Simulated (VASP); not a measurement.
A run of VASP 6.6.1 is set up as follows.

File INCAR:

```
PREC = Accurate
ENCUT = 520
EDIFF = 1E-7
ISMEAR = -1
SIGMA = 0.05
LREAL = False
LASPH = True
NELM = 150
ALGO = Normal
ISIF = 2
LWAVE = False
LCHARG = True
ISPIN = 2
MAGMOM = 0.012 0.012 -0.445 -0.445
LORBIT = 11
LMAXMIX = 4
GGA = PS
LELF = True
LVHAR = True
NBANDS = 28
```

Contents of KPOINTS:

```
regular mesh
0
Gamma
  17 17 5
```

POSCAR

```
Fe
1.0
    2.4509719625      0.0000000000      0.0000000000
   -1.2254859813      2.1226039835      0.0000000000
    0.0000000000      0.0000000000      7.9008952993
Fe
4
Direct
    0.0000000000      0.0000000000      0.0000000000
    0.0000000000      1.0000000000      0.5000000000
    0.3333333333      0.6666666667      0.2500000000
    0.6666666667      0.3333333333      0.7500000000
```

Potentials or basis: VASP PAW PBE potentials, release 64 (Fe).

Launch:

```console
$ cat potpaw_PBE.64/Fe/POTCAR > POTCAR
$ mpirun -np 1 vasp_std > vasp.out
```

**Question.** What does it give for the site moments?

**Answer.** Fe +0.16, -0.72 μB.

**Question.** Estimate the pressure.

**Answer.** -10.8 GPa.

Stress tensor (GPa, compression positive):
```
-11.11   0.00   0.00
  0.00 -11.11   0.00
  0.00   0.00 -10.24
```

Caveat: the PAW data sets were made with another functional, which shifts forces and pressure a little.
